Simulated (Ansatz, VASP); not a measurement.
## Two plane-wave programs on C

```
C
1.0
     2.52210    0.00000    0.00000
    -1.26105    2.18420    0.00000
     0.00000    0.00000   31.92974
C
16
Direct
  0.33333 0.66667 0.26621
  0.00000 0.00000 0.28233
  0.00000 0.00000 0.33070
  0.66667 0.33333 0.34683
  0.66667 0.33333 0.39520
  0.00000 0.00000 0.41132
  0.00000 0.00000 0.45969
  0.33333 0.66667 0.47581
  0.33333 0.66667 0.52502
  0.00000 0.00000 0.54126
  0.00000 0.00000 0.58970
  0.66667 0.33333 0.60584
  0.66667 0.33333 0.65559
  0.00000 0.00000 0.67090
  0.00000 0.00000 0.72380
  0.33333 0.66667 0.73213
```

Alike in both runs: task single point; functional PBE; k mesh 27 × 27 × 1; occupations gaussian, width 0.1 eV; no spin polarisation.

|  | VASP | Ansatz |
| --- | --- | --- |
| version | VASP 6.6.1 | Ansatz 0.2.0 |
| potentials or method | VASP PAW PBE potentials, release 64 (C), cutoff 520 eV | scalar-relativistic, plane waves, PAW |
| valence electrons in the cell | 64 | 64 |

|  | VASP | Ansatz | Ansatz less VASP |
| --- | --- | --- | --- |
| gap on the k mesh at the Fermi level (eV) | none | none | - |
| rms of the force components (eV/Å) | 0.879 | 0.882 | +0.0034 |

Atom by atom the forces differ by 0.008 eV/Å (rms over components). A gap of «none» marks a metal or a gap that the smearing closes. Ansatz's warnings: published levels not confirmed, xc potential rough in thin density.
